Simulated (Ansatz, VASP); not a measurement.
One calculation of LaAl3As2H6O14, two programs

File INCAR:

```
ALGO = Normal
EDIFF = 1E-8
ENCUT = 520
GGA = PE
GGA_COMPAT = False
ISIF = 2
ISMEAR = -1
LASPH = True
LCHARG = False
LEFG = True
LMAXMIX = 6
LREAL = Auto
LWAVE = False
NBANDS = 89
NELM = 200
PREC = Accurate
SIGMA = 0.02
```

KPOINTS

```
k-points
0
Gamma
  4 4 4
```

Contents of POSCAR:

```
LaAl3As2H6O14
1.0
    3.5158000000      2.0298480764      5.5050333333
   -3.5158000000      2.0298480764      5.5050333333
    0.0000000000     -4.0596961528      5.5050333333
La Al H As O
1 3 6 2 14
Direct
    0.0000000000      0.0000000000      0.0000000000
    0.0000000000      0.0000000000      0.5000000000
    0.5000000000      0.0000000000      0.0000000000
    0.0000000000      0.5000000000      0.0000000000
    0.3160000000      0.7340000000      0.3160000000
    0.3160000000      0.3160000000      0.7340000000
    0.7340000000      0.3160000000      0.3160000000
    0.6840000000      0.2660000000      0.6840000000
    0.2660000000      0.6840000000      0.6840000000
    0.6840000000      0.6840000000      0.2660000000
    0.3149200000      0.3149200000      0.3149200000
    0.6850800000      0.6850800000      0.6850800000
    0.5854300000      0.5854300000      0.5854300000
    0.4145700000      0.4145700000      0.4145700000
    0.1502200000      0.5357600000      0.1502200000
    0.1502200000      0.1502200000      0.5357600000
    0.5357600000      0.1502200000      0.1502200000
    0.8497800000      0.4642400000      0.8497800000
    0.4642400000      0.8497800000      0.8497800000
    0.8497800000      0.8497800000      0.4642400000
    0.2597400000      0.8915500000      0.2597400000
    0.2597400000      0.2597400000      0.8915500000
    0.8915500000      0.2597400000      0.2597400000
    0.7402600000      0.1084500000      0.7402600000
    0.1084500000      0.7402600000      0.7402600000
    0.7402600000      0.7402600000      0.1084500000
```

Input for Ansatz:

```yaml
crystal:
  lattice:
    - [3.5158, 2.0298480764, 5.5050333333]
    - [-3.5158, 2.0298480764, 5.5050333333]
    - [0.0, -4.0596961528, 5.5050333333]
  atoms:
    - { symbol: La, position: [0.0, 0.0, 0.0] }
    - { symbol: Al, position: [0.0, 0.0, 0.5] }
    - { symbol: Al, position: [0.5, 0.0, 0.0] }
    - { symbol: Al, position: [0.0, 0.5, 0.0] }
    - { symbol: H, position: [0.316, 0.734, 0.316] }
    - { symbol: H, position: [0.316, 0.316, 0.734] }
    - { symbol: H, position: [0.734, 0.316, 0.316] }
    - { symbol: H, position: [0.684, 0.266, 0.684] }
    - { symbol: H, position: [0.266, 0.684, 0.684] }
    - { symbol: H, position: [0.684, 0.684, 0.266] }
    - { symbol: As, position: [0.31492, 0.31492, 0.31492] }
    - { symbol: As, position: [0.68508, 0.68508, 0.68508] }
    - { symbol: O, position: [0.58543, 0.58543, 0.58543] }
    - { symbol: O, position: [0.41457, 0.41457, 0.41457] }
    - { symbol: O, position: [0.15022, 0.53576, 0.15022] }
    - { symbol: O, position: [0.15022, 0.15022, 0.53576] }
    - { symbol: O, position: [0.53576, 0.15022, 0.15022] }
    - { symbol: O, position: [0.84978, 0.46424, 0.84978] }
    - { symbol: O, position: [0.46424, 0.84978, 0.84978] }
    - { symbol: O, position: [0.84978, 0.84978, 0.46424] }
    - { symbol: O, position: [0.25974, 0.89155, 0.25974] }
    - { symbol: O, position: [0.25974, 0.25974, 0.89155] }
    - { symbol: O, position: [0.89155, 0.25974, 0.25974] }
    - { symbol: O, position: [0.74026, 0.10845, 0.74026] }
    - { symbol: O, position: [0.10845, 0.74026, 0.74026] }
    - { symbol: O, position: [0.74026, 0.74026, 0.10845] }
kpoints:
  mp_grid: { grid: [4, 4, 4] }
scf:
  occupations: { method: fermi_dirac, width: 0.02 }
hamiltonian:
  xc: pbe
  pseudopotentials: { kind: paw }
output:
  forces: true
  stress: true
  populations: true
  efg:
    quadrupole_moments_barn: { La: 0.206, Al: 0.1466, H: 0.00285783, As: 0.311, O: -0.02558 }
    contact_densities: true
```

Alike in both runs: task electric field gradients; functional PBE; k mesh 4 × 4 × 4; occupations fermi-dirac, width 0.02 eV; no spin polarisation.

|  | VASP | Ansatz |
| --- | --- | --- |
| version | VASP 6.6.1 | Ansatz 0.2.0 |
| potentials or method | VASP PAW PBE potentials, release 64 (La, Al, H, As_d, O) | plane-wave PAW, scalar-relativistic |
| plane-wave cutoff (eV) | 520 | 420 |
| valence electrons in the cell | 140 | 140 |

VASP gave:

| Item | Value |
| --- | --- |
| gap on the k mesh at the Fermi level (eV) | 4.42 |
| rms of the force components (eV/Å) | 2.111 |
| size of Vzz on the site where it differs most (V/Å²) | 77.4 |

Which values does Ansatz return?

gap on the k mesh at the Fermi level (eV): 4.35; rms of the force components (eV/Å): 1.999; size of Vzz on the site where it differs most (V/Å²): 80.2.

Atom by atom the forces differ by 0.136 eV/Å (rms over components).

Spin-orbit coupling is off throughout.
